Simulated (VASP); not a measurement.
## ZrB2: single point with PBE

Crystal: ZrB2.

```
Zr B
1.0
     3.17000    0.00000    0.00000
    -1.58500    2.74530    0.00000
     0.00000    0.00000    3.53300
Zr B
1 2
Direct
  0.00000 0.00000 0.00000
  0.66667 0.33333 0.50000
  0.33333 0.66667 0.50000
```

```yaml
Program: VASP 6.6.1
Task: single point
Functional: PBE
Potentials_or_basis: VASP PAW PBE potentials, release 64 (Zr_sv, B)
Cutoff: 520 eV
k_mesh: 10 × 10 × 8
Occupations: gaussian, width 0.024 eV
Spin: no spin polarisation
```

```yaml
Pressure: 0.9 GPa
Band_gap_on_the_k_mesh: zero (band 9 reaches 11.10 eV, above the bottom of band 10 at 10.29 eV)
```

Stress tensor (GPa, compression positive):
```
0.51 0.00 0.00
0.00 0.51 0.00
0.00 0.00 1.77
```

Levels at points of the mesh, in eV from the Fermi level:
```
           k point  band 7  band 8  band 9  band 10  band 11  band 12
(0.00, 0.00, 0.00)   -2.51   -2.46   -2.23     3.52     3.52     4.30
(0.50, 0.00, 0.00)   -3.77   -2.93   -2.56     2.35     2.43     5.04
(0.00, 0.00, 0.50)   -0.84   -0.84    0.45     0.45     0.90     0.90
(0.50, 0.00, 0.50)   -4.49   -4.01   -1.89     3.86     4.20     5.41
```

It took 45 s on 1 thread of Intel Xeon 8259CL, on a shared host, peak memory 0.16 GiB.
